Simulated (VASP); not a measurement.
A run of VASP 6.6.1 is set up as follows.

INCAR

```
ALGO = Normal
EDIFF = 1E-7
ENCUT = 520
GGA = PE
ISIF = 2
ISMEAR = 0
LASPH = True
LCHARG = False
LREAL = Auto
LWAVE = False
NBANDS = 59
NELECT = 88.0
NELM = 80
PREC = Accurate
SIGMA = 0.05
```

KPOINTS

```
k-points
0
Gamma
  4 4 2
```

The input POSCAR:

```
Si6O11
1.0
   -2.5103274377      4.3480146658      0.0000000000
    0.0000000000      0.0000000000      5.5092660079
    7.5309823132      4.3480146658      0.0000000000
Si O
6 11
Direct
    0.7617495765      0.3333333333      0.2382504235
    0.2617495765      0.3333333333      0.7382504235
    0.9765008470      0.6666666667      0.5000000000
    0.4765008470      0.6666666667      0.0000000000
    0.2617495765      0.0000000000      0.2617495765
    0.7617495765      0.0000000000      0.7617495765
    0.0486521033      0.2055717715      0.2072260374
    0.5486521033      0.2055717715      0.7072260374
    0.7865130045      0.5389051049      0.3720609296
    0.2865130045      0.5389051049      0.8720609296
    0.6648348922      0.8722384382      0.9207130329
    0.2865130045      0.7944282285      0.1279390704
    0.7865130045      0.7944282285      0.6279390704
    0.6648348922      0.4610948951      0.0792869671
    0.1648348922      0.4610948951      0.5792869671
    0.5457302089      0.1987852553      0.2572127766
    0.0486521033      0.1277615618      0.7927739626
```

Potentials or basis: VASP PAW PBE potentials, release 64 (Si, O).

The run is started by

```sh
$ cat potpaw_PBE.64/Si/POTCAR potpaw_PBE.64/O/POTCAR > POTCAR
$ mpirun -np 1 vasp_std > vasp.out
```

Task: What does it give for the largest force?

Result: 25.814 eV/Å.

Forces in eV/Å, atoms in the order of the input:
```
Si  -11.083  12.120  11.787
Si    0.845   0.935  -0.155
Si    2.021  -0.475  -2.313
Si   -1.241  -0.099  -0.668
Si   -3.408   0.366   2.467
Si    0.750   0.464   1.000
O     0.640   0.827  -1.017
O    -0.231  -0.149  -0.157
O     0.125   1.283   1.713
O     0.106   0.066   0.194
O     0.193  -0.030  -0.159
O     1.891   0.473   0.772
O    -1.633  -0.035  -0.015
O    -1.467   0.064   1.247
O    -1.177  -0.829   1.085
O    13.967 -14.876 -15.810
O    -0.299  -0.106   0.030
```

Caveat: the k points lie up to 0.36 Å⁻¹ apart; the cell carries a net charge on a neutralising background, which shifts energy and pressure; the cell differs from its parent crystal (atom 16 moved -0.125 of the way to it and -0.375 Å across, host rigid).
